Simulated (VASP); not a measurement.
Write the native input for VASP 6.6.1 that does the following.

* Task: single point
* Functional: LDA
* Potentials or basis: VASP PAW LDA potentials, release 64 (Ta_pv, N)
* Cutoff: 520 eV
* k mesh: 10 × 10 × 4
* Occupations: fermi-dirac, width 0.05 eV
* Spin: no spin polarisation
* Dipole correction: no
* Further INCAR settings: ALGO = Normal; EDIFF = 1e-06; NBANDS = 27

The structure of Ta3N lies in POSCAR:

```
Ta3N
1.0
    2.9703244971      0.0000000000      0.0000000000
   -1.4851622486      2.5723764720      0.0000000000
    0.0000000000      0.0000000000      7.3705400853
Ta N
3 1
Direct
    0.6666666667      0.3333333333      0.8260700000
    0.3333333333      0.6666666667      0.1739300000
    0.0000000000      0.0000000000      0.5000000000
    0.0000000000      0.0000000000      0.0000000000
```

These files were run (other wordings do the same):

INCAR

```
SYSTEM = Ta3N
ALGO     = Normal         ! electronic algorithm
EDIFF    = 1E-6           ! SCF threshold, eV
ENCUT    = 520            ! plane-wave cutoff, eV
ISIF     = 2              ! what is computed and relaxed
ISMEAR   = -1             ! smearing method
LASPH    = .TRUE.         ! aspherical terms in the spheres
LCHARG   = .FALSE.        ! write CHGCAR
LREAL    = .FALSE.        ! projectors in reciprocal space
LWAVE    = .FALSE.        ! write WAVECAR
NBANDS   = 27             ! bands
NELM     = 60             ! most SCF steps
PREC     = Accurate       ! precision mode
SIGMA    = 0.05           ! smearing width, eV
```

KPOINTS

```
k-points
0
G
  10 10 4
  0 0 0
```

Potentials or basis: VASP PAW LDA potentials, release 64 (Ta_pv, N).

Run with:

```sh
$ cat potpaw_LDA.64/Ta_pv/POTCAR potpaw_LDA.64/N/POTCAR > POTCAR
$ mpirun -np 1 vasp_std > vasp.out
```

It gave:

```yaml
Pressure: 3.7 GPa
Largest_force: 0.048 eV/Å
Band_gap_on_the_k_mesh: zero (band 19 reaches 7.64 eV, above the bottom of band 20 at 6.82 eV)
```

Caveat: spin-orbit coupling is left out, which moves the levels of the heavy elements.

It took 49 s on 1 thread of Intel(R) Xeon(R) Platinum 8488C (Sapphire Rapids), on a shared host, peak memory 0.19 GiB.
